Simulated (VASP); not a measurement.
A run of VASP 6.6.1 is set up as follows.

File INCAR:

```
ALGO = Normal ; EDIFF = 1E-7
EDIFFG = -0.005 ; ENCUT = 600
GGA = PE ; IBRION = 2
ISIF = 3 ; ISMEAR = -1
LASPH = T ; LCHARG = F
LREAL = F ; LWAVE = F
NELM = 80 ; NSW = 60
PREC = Accurate ; SIGMA = 0.08
```

File KPOINTS:

```
k-points
0
Gamma
  14 14 14
```

Contents of POSCAR:

```
GaN
1.0
    2.7144176166      0.0000000000      0.0000000000
    0.0000000000      2.7144176166      0.0000000000
    0.0000000000      0.0000000000      2.7144176166
Ga N
1 1
Direct
    0.0000000000      0.0000000000      0.0000000000
    0.5000000000      0.5000000000      0.5000000000
```

Potentials or basis: VASP PAW PBE potentials, release 64 (Ga_d, N).

Launch:

```console
$ cat potpaw_PBE.64/Ga_d/POTCAR potpaw_PBE.64/N/POTCAR > POTCAR
$ mpirun -np 1 vasp_std > vasp.out
```

Question: Estimate the relaxed volume.

Answer: 10.35 Å³/atom.

Question: Predict the band gap on the k mesh.

Answer: Zero (band 9 reaches 7.86 eV, above the bottom of band 10 at 6.29 eV).

Question: What does it give for the space group after relaxing (to 0.05 Å)?

Answer: Pm-3m (No. 221).

Final structure:
```cif
data_structure
_symmetry_space_group_name_H-M 'P 1'
_symmetry_Int_Tables_number 1
_cell_length_a 2.7454
_cell_length_b 2.7454
_cell_length_c 2.7454
_cell_angle_alpha 90.000
_cell_angle_beta 90.000
_cell_angle_gamma 90.000
_cell_volume 20.69
loop_
_atom_site_label
_atom_site_type_symbol
_atom_site_fract_x
_atom_site_fract_y
_atom_site_fract_z
_atom_site_occupancy
Ga1 Ga 0.00000 0.00000 0.00000 1
N1 N 0.50000 0.50000 0.50000 1
```
